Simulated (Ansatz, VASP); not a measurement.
## One calculation of V, two programs

```
CELL_PARAMETERS angstrom
-1.50285 1.50285 1.50285
1.50285 -1.50285 1.50285
1.50285 1.50285 -1.50285
ATOMIC_POSITIONS crystal
V 0.00000 0.00000 0.00000
```

Change from the starting cell: volume scaled by 0.98, PAW files.

Alike in both runs: task electric field gradients; functional PBE; k mesh 15 × 15 × 15; occupations fermi-dirac, width 0.03 eV; collinear spin.

```csv
,VASP,Ansatz
version,VASP 6.6.1,Ansatz 0.2.0
potentials or method,"VASP PAW PBE potentials, release 64 (V_sv)","PAW with Ansatz's default frozen-core files, scalar-relativistic"
plane-wave cutoff (eV),520,420
valence electrons in the cell,13,13
```

Ansatz gave:

| Quantity | Value |
| --- | --- |
| pressure (GPa) | -1.9 |
| net moment per atom (μB) | 0.00 |

Q: What did VASP give for the same quantities?

A: Pressure (GPa): -1.7; net moment per atom (μB): 0.00.

Ansatz's warnings: seeded moment not kept.
